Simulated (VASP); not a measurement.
# C (R-3m) in VASP: notebook, part 2 of 2

VASP 6.6.1. The steps go on from the part before.

**5. Single point, LDA (strain -0.025 along x and y, +0.000 along z)**

The input, INCAR:

```
ALGO = Normal
EDIFF = 1E-6
ENCUT = 520
ISIF = 2
ISMEAR = 0
LASPH = True
LCHARG = False
LREAL = False
LWAVE = False
NBANDS = 11
NELM = 80
PREC = Accurate
SIGMA = 0.05
```

The input, KPOINTS:

```
k-points
0
Gamma
  12 12 12
```

The input, POSCAR:

```
C
1.0
    1.1973256878      0.6912763082      3.3470108394
   -1.1973256878      0.6912763082      3.3470108394
    0.0000000000     -1.3825526163      3.3470108394
C
2
Direct
    0.1640000000      0.1640000000      0.1640000000
    0.8360000000      0.8360000000      0.8360000000
```

Potentials or basis: VASP PAW LDA potentials, release 64 (C).

On the command line:

```bash
> cat potpaw_LDA.64/C/POTCAR > POTCAR
> mpirun -np 1 vasp_std > vasp.out
```

OUTCAR:

```text
EDIFF = 1E-6
   ENCUT = 520
   ISIF = 2
   ISMEAR = 0
   LASPH = True
   LREAL = False
   NELM = 80
   PREC = Accurate

 ion  position               nearest neighbor table
   1  0.164  0.164  0.164-   2 1.38   2 1.38   2 1.38
   2  0.836  0.836  0.836-   1 1.38   1 1.38   1 1.38

  LATTYP: Found a trigonal (rhomboedric) cell.
 ALAT       =     3.6213165142
 COS(alpha) =     0.7813640240

  Lattice vectors:

 A1 = (   1.1973256878,   0.6912763082,   3.3470108394)
 A2 = (  -1.1973256878,   0.6912763082,   3.3470108394)
 A3 = (   0.0000000000,  -1.3825526163,   3.3470108394)

Analysis of symmetry for initial positions (statically):
=====================================================================
 Subroutine PRICEL returns:
 Original cell was already a primitive cell.

 Routine SETGRP: Setting up the symmetry group for a
 trigonal (rhombohedral) supercell.

 Subroutine GETGRP returns: Found 12 space group operations
 (whereof 12 operations were pure point group operations)
 out of a pool of 12 trial point group operations.

The static configuration has the point symmetry D_3d.

Analysis of symmetry for dynamics (positions and initial velocities):
=====================================================================
 Subroutine PRICEL returns:
 Original cell was already a primitive cell.

 Routine SETGRP: Setting up the symmetry group for a
 trigonal (rhombohedral) supercell.

 Subroutine GETGRP returns: Found 12 space group operations
 (whereof 12 operations were pure point group operations)
 out of a pool of 12 trial point group operations.

The dynamic configuration has the point symmetry D_3d.

 Subroutine INISYM returns: Found 12 space group operations
 (whereof 12 operations are pure point group operations),
 and found     1 'primitive' translations

----------------------------------------------------------------------------------------

                                     Primitive cell
[... 117 lines left out ...]
   LHFCALC =     F    Hartree Fock is set to
   AEXX    =    0.0000 exact exchange contribution
   IVDW    =     0    specifies the selected vdW correction
   LEPSILON=     F    determine dielectric tensor
   LRPA    =     F    only Hartree local field effects (RPA)
 non-spin polarized calculation
 Gauss-broadening in eV      SIGMA  =   0.05
  energy-cutoff  :      520.00
  volume of cell :       16.62
 maximum number of plane-waves:       474
   NGX = 13   NGY = 13   NGZ = 13

 number of electron       8.0000000 magnetization

 Free energy of the ion-electron system (eV)
  ---------------------------------------------------
  ext. energy  EPLUGINS =         0.00000000
  ---------------------------------------------------
  free energy    TOTEN  =       -20.13073952 eV

  energy without entropy =      -20.13073952  energy(sigma->0) =      -20.13073952

 E-fermi :   4.9342     XC(G=0): -10.9501

 val. band max:        4.7306438488   @ k =  -0.3333   0.3333   0.0000
 cond. band min:       5.4823758005   @ k =  -0.3333   0.3333   0.0000
 fundamental gap:      0.7517319516
 Fermi energy:         4.9341642071

 k-point     1 :       0.0000    0.0000    0.0000
  band No.  band energies     occupation
      1     -15.0144      2.00000
      2      -2.0306      2.00000
      3       2.1902      2.00000
      4       2.1902      2.00000
      5       8.5997      0.00000
      6      14.0204      0.00000
      7      14.0204      0.00000
      8      17.4879      0.00000
      9      20.0904      0.00000
     10      28.6735      0.00000
     11      30.9015      0.00000
[... 309 lines left out ...]
 k-point    24 :      -0.4167    0.1667   -0.0000
  band No.  band energies     occupation
      1      -8.7977      2.00000
      2      -8.1364      2.00000
      3      -3.3121      2.00000
      4       3.5549      2.00000
      5       6.6904      0.00000
      6      16.2822      0.00000
      7      16.6388      0.00000
      8      17.3178      0.00000
      9      20.8108      0.00000
     10      25.6624      0.00000
     11      28.9769      0.00000

 [... further k-points ...]

------------------------ aborting loop because EDIFF is reached ----------------------------------------

  FORCE on cell =-STRESS in cart. coord.  units (eV):
  Direction    XX          YY          ZZ          XY          YZ          ZX
  --------------------------------------------------------------------------------------
  -------------------------------------------------------------------------------------
  Total        3.1926388      3.1926388     -0.1299730      0.0000000     -0.0000000      0.0000000
  in kB      307.7428884    307.7428885    -12.5282750      0.0000000     -0.0000000      0.0000000
  external PRESSURE =     200.9858340 kB  Pullay stress =       0.0000000 kB

 VOLUME and BASIS-vectors are now :
 -----------------------------------------------------------------------------
  energy-cutoff  :      520.00
  volume of cell :       16.62
      direct lattice vectors                 reciprocal lattice vectors
     1.197325688  0.691276308  3.347010839     0.417597321  0.241099926  0.099591352
    -1.197325688  0.691276308  3.347010839    -0.417597321  0.241099926  0.099591352
     0.000000000 -1.382552616  3.347010839     0.000000000 -0.482199852  0.099591352

 POSITION                                       TOTAL-FORCE (eV/Angst)
 -----------------------------------------------------------------------------------
      0.00000      0.00000      1.64673         0.000000      0.000000      0.875117
      0.00000      0.00000      8.39430         0.000000     -0.000000     -0.875117
 -----------------------------------------------------------------------------------
    total drift:                                0.000000     -0.000000      0.000000

  FREE ENERGIE OF THE ION-ELECTRON SYSTEM (eV)
  ---------------------------------------------------
  free  energy   TOTEN  =       -20.1307395181 eV

  energy  without entropy=      -20.1307395181  energy(sigma->0) =      -20.13073952
```

OSZICAR:

```text
N       E                     dE             d eps       ncg     rms          rms(c)
DAV:   1     0.332940580515E+01    0.33294E+01   -0.46988E+03  4297   0.672E+02
DAV:   2    -0.213175511217E+02   -0.24647E+02   -0.23289E+02  5598   0.131E+02
DAV:   3    -0.218566794701E+02   -0.53913E+00   -0.53805E+00  5159   0.163E+01
DAV:   4    -0.218587244640E+02   -0.20450E-02   -0.20449E-02  4847   0.126E+00
DAV:   5    -0.218587333518E+02   -0.88878E-05   -0.88876E-05  5265   0.759E-02    0.720E+00
DAV:   6    -0.205347645985E+02    0.13240E+01   -0.11727E+00  4809   0.632E+00    0.408E+00
DAV:   7    -0.201303887247E+02    0.40438E+00   -0.12378E+00  4971   0.653E+00    0.118E+00
DAV:   8    -0.201315966112E+02   -0.12079E-02   -0.35240E-02  4628   0.121E+00    0.203E-01
DAV:   9    -0.201307549265E+02    0.84168E-03   -0.17786E-03  4985   0.252E-01    0.802E-02
DAV:  10    -0.201307400670E+02    0.14859E-04   -0.14660E-04  5116   0.836E-02    0.322E-02
DAV:  11    -0.201307395181E+02    0.54892E-06   -0.32327E-06  4893   0.135E-02
   1 F= -.20130740E+02 E0= -.20130740E+02  d E =-.108264E-10
```

stdout:

```text
POSCAR found type information on POSCAR C
 POSCAR found :  1 types and       2 ions
 scaLAPACK will be used
 LDA part: xc-table for (Slater(with rela. corr.)+CA(PZ))
 , standard interpolation
 POSCAR, INCAR and KPOINTS ok, starting setup
 FFT: planning ... GRIDC
 FFT: planning ... GRID_SOFT
 FFT: planning ... GRID
 WAVECAR not read
 entering main loop
```

It took 34 s on 1 thread of Intel Xeon 6975P-C, shared host; peak memory 0.15 GiB.

Results:

- Free energy: -20.1307 eV
- Pressure: 20.1 GPa
- Largest force: 0.875 eV/Å
- Band gap on the k mesh: 0.75 eV, direct

Forces on the atoms (eV/Å):
```
C    0.000  0.000  0.875
C    0.000  0.000 -0.875
```

Levels at points of the mesh, in eV from the valence-band top:
```
           k point  band 1  band 2  band 3  band 4  band 5  band 6  band 7  band 8
(0.00, 0.00, 0.00)  -19.75   -6.76   -2.54   -2.54    3.87    9.29    9.29   12.76
(0.50, 0.00, 0.00)  -13.96  -13.34   -6.18   -1.72    2.25    8.97   12.46   12.56
(0.50, 0.50, 0.00)  -13.85  -13.25   -6.23   -2.55    1.71    8.54   13.29   15.53
(0.50, 0.50, 0.50)  -19.43   -8.79   -2.56   -2.56    9.25    9.25   10.27   12.74
```

Caveat: the cell differs from its parent crystal (strain -0.025 along x and y, +0.000 along z).

**6. Single point, LDA (strain +0.000 along x and y, -0.025 along z)**

The input, INCAR:

```
SYSTEM = C
PREC = Accurate
ENCUT = 520
EDIFF = 1E-7
ISMEAR = 0
SIGMA = 0.05
LREAL = .False.
LASPH = .True.
NELM = 100
ALGO = Normal
ISIF = 2
LWAVE = .False.
LCHARG = .False.
GGA = CA
NBANDS = 11
```

The input, KPOINTS:

```
Automatic mesh
0
Gamma
  12 12 12
  0 0 0
```

The input, POSCAR:

```
C
1.0
    1.2280263465      0.7090013417      3.2633355684
   -1.2280263465      0.7090013417      3.2633355684
    0.0000000000     -1.4180026834      3.2633355684
C
2
Direct
    0.1640000000      0.1640000000      0.1640000000
    0.8360000000      0.8360000000      0.8360000000
```

Potentials or basis: VASP PAW LDA potentials, release 64 (C).

On the command line:

```bash
> cat potpaw_LDA.64/C/POTCAR > POTCAR
> mpirun -np 1 vasp_std > vasp.out
```

OUTCAR:

```text
SYSTEM = C
   PREC = Accurate
   ENCUT = 520
   EDIFF = 1E-7
   ISMEAR = 0
   LREAL = .False.
   LASPH = .True.
   NELM = 100
   ISIF = 2
   GGA = CA

 ion  position               nearest neighbor table
   1  0.164  0.164  0.164-   2 1.42   2 1.42   2 1.42
   2  0.836  0.836  0.836-   1 1.42   1 1.42   1 1.42

  LATTYP: Found a trigonal (rhomboedric) cell.
 ALAT       =     3.5581021124
 COS(alpha) =     0.7617633633

  Lattice vectors:

 A1 = (   1.2280263465,   0.7090013417,   3.2633355684)
 A2 = (  -1.2280263465,   0.7090013417,   3.2633355684)
 A3 = (   0.0000000000,  -1.4180026834,   3.2633355684)

Analysis of symmetry for initial positions (statically):
=====================================================================
 Subroutine PRICEL returns:
 Original cell was already a primitive cell.

 Routine SETGRP: Setting up the symmetry group for a
 trigonal (rhombohedral) supercell.

 Subroutine GETGRP returns: Found 12 space group operations
 (whereof 12 operations were pure point group operations)
 out of a pool of 12 trial point group operations.

The static configuration has the point symmetry D_3d.

[... 164 lines left out ...]
 fundamental gap:      0.8851756694
 Fermi energy:         4.7126188882

 k-point     1 :       0.0000    0.0000    0.0000
  band No.  band energies     occupation
      1     -14.6758      2.00000
      2      -1.5506      2.00000
      3       1.9210      2.00000
      4       1.9210      2.00000
      5       8.9086      0.00000
      6      13.2753      0.00000
      7      13.2753      0.00000
      8      16.2823      0.00000
      9      18.0929      0.00000
     10      27.4508      0.00000
     11      31.1102      0.00000
[... 309 lines left out ...]
 k-point    24 :      -0.4167    0.1667    0.0000
  band No.  band energies     occupation
      1      -8.8038      2.00000
      2      -7.9230      2.00000
      3      -3.2545      2.00000
      4       3.4811      2.00000
      5       6.4045      0.00000
      6      15.2494      0.00000
      7      16.1964      0.00000
      8      17.0434      0.00000
      9      20.4904      0.00000
     10      24.2830      0.00000
     11      27.9572      0.00000

 [... further k-points ...]
[... 5 lines left out ...]
  --------------------------------------------------------------------------------------
  -------------------------------------------------------------------------------------
  Total       -0.4931439     -0.4931439     -0.0249277      0.0000000      0.0000000      0.0000000
  in kB      -46.3464571    -46.3464571     -2.3427407      0.0000000      0.0000000      0.0000000
  external PRESSURE =     -31.6785516 kB  Pullay stress =       0.0000000 kB

 VOLUME and BASIS-vectors are now :
 -----------------------------------------------------------------------------
  energy-cutoff  :      520.00
  volume of cell :       17.05
      direct lattice vectors                 reciprocal lattice vectors
     1.228026347  0.709001342  3.263335568     0.407157388  0.235072428  0.102144976
    -1.228026347  0.709001342  3.263335568    -0.407157388  0.235072428  0.102144976
     0.000000000 -1.418002683  3.263335568     0.000000000 -0.470144855  0.102144976

 POSITION                                       TOTAL-FORCE (eV/Angst)
 -----------------------------------------------------------------------------------
      0.00000      0.00000      1.60556         0.000000     -0.000000      0.857707
      0.00000      0.00000      8.18445         0.000000      0.000000     -0.857707
 -----------------------------------------------------------------------------------
    total drift:                                0.000000     -0.000000      0.000000

  FREE ENERGIE OF THE ION-ELECTRON SYSTEM (eV)
  ---------------------------------------------------
  free  energy   TOTEN  =       -20.2000089189 eV

  energy  without entropy=      -20.2000089189  energy(sigma->0) =      -20.20000892
```

stdout:

```text
POSCAR found type information on POSCAR C
 POSCAR found :  1 types and       2 ions
 scaLAPACK will be used
 LDA part: xc-table for (Slater(with rela. corr.)+CA(PZ))
 , standard interpolation
 POSCAR, INCAR and KPOINTS ok, starting setup
 FFT: planning ... GRIDC
 FFT: planning ... GRID_SOFT
 FFT: planning ... GRID
 WAVECAR not read
 entering main loop
```

It took 38 s on 1 thread of Intel Xeon 6975P-C, shared host; peak memory 0.15 GiB.

What came out:

- Free energy: -20.2000 eV
- Pressure: -3.2 GPa
- Largest force: 0.858 eV/Å
- Band gap on the k mesh: 0.89 eV, direct

Forces on the atoms (eV/Å):
```
C    0.000  0.000  0.858
C    0.000  0.000 -0.858
```

Caveat: the cell differs from its parent crystal (strain +0.000 along x and y, -0.025 along z). A k mesh can miss the band edges.

**7. Overview**

| cell | gap on the mesh (eV) | pressure (GPa) | largest force (eV/Å) |
| --- | --- | --- | --- |
| a = 3.544 Å, angles 39.5°, 2 atoms | 0.86 | 20.8 | 0.84 |
| a = 3.764 Å, angles 36.1°, 2 atoms | 0.55 | 47.0 | 0.89 |
| a = 3.482 Å, angles 41.3°, 2 atoms | 1.01 | -2.9 | 0.82 |
| a = 3.621 Å, angles 38.6°, 2 atoms | 0.75 | 20.1 | 0.88 |
| a = 3.558 Å, angles 40.4°, 2 atoms | 0.89 | -3.2 | 0.86 |

Alike in all rows: task single point; level LDA; potentials or basis VASP PAW LDA potentials, release 64 (C); no spin polarisation; k mesh 12 × 12 × 12; cutoff (eV) 520; smearing gaussian 0.05 eV.

Total energies depend on the potentials used, so only differences within one code and one set of settings carry meaning.
